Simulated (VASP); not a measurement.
Set up this calculation in VASP 6.6.1, as the native input.

* Task: relaxation of cell and atoms
* Functional: PBE
* Potentials or basis: VASP PAW PBE potentials, release 64 (Rb_sv, Au)
* Cutoff: 600 eV
* k mesh: 12 × 12 × 10
* Occupations: gaussian, width 0.1 eV
* Spin: no spin polarisation
* Dipole correction: no
* Further INCAR settings: ALGO = Fast; EDIFF = 1e-06; IBRION = 2; EDIFFG = -0.01; NSW = 100; ISIF = 3

The structure of RbAu2 lies in POSCAR:

```
RbAu2
1.0
    4.7161587834      0.0000000000      0.0000000000
   -2.3580793917      4.0843133147      0.0000000000
    0.0000000000      0.0000000000      5.0564236309
Rb Au
1 2
Direct
    0.0000000000      0.0000000000      0.5000000000
    0.3333333333      0.6666666667      0.0000000000
    0.6666666667      0.3333333333      0.0000000000
```

The cell was generated, and may not be a known phase.

The input as run:

INCAR

```
PREC = Accurate
ENCUT = 600
EDIFF = 1E-6
ISMEAR = 0
SIGMA = 0.1
LREAL = False
LASPH = True
NELM = 60
ALGO = Fast
ISIF = 3
LWAVE = False
LCHARG = False
GGA = PE
IBRION = 2
NSW = 100
EDIFFG = -0.01
```

KPOINTS

```
regular mesh
0
Gamma
  12 12 10
```

Potentials or basis: VASP PAW PBE potentials, release 64 (Rb_sv, Au).

The run is started by

```bash
$ cat potpaw_PBE.64/Rb_sv/POTCAR potpaw_PBE.64/Au/POTCAR > POTCAR
$ mpirun -np 1 vasp_std > vasp.out
```

It gave:

```yaml
Relaxed_volume: 32.10 Å³/atom
Relaxed_cell: a = 4.722 Å, b = 4.722 Å, c = 4.987 Å, α = 90.00°, β = 90.00°, γ = 120.00°
Space_group_after_relaxing_to_0.1_Å: P6/mmm (No. 191)
Energy_gained_by_relaxing: 0.5 meV/atom
Ionic_steps: 5
Pressure_after_relaxing: 0.0 GPa
Band_gap_on_the_k_mesh: zero (an odd number of electrons rules out a gap without spin polarisation)
```

Caveat: spin-orbit coupling is left out, which moves the levels of the heavy elements.

It took 18 min on 1 thread of Intel Xeon 8259CL (shared host), peak memory 0.44 GiB.
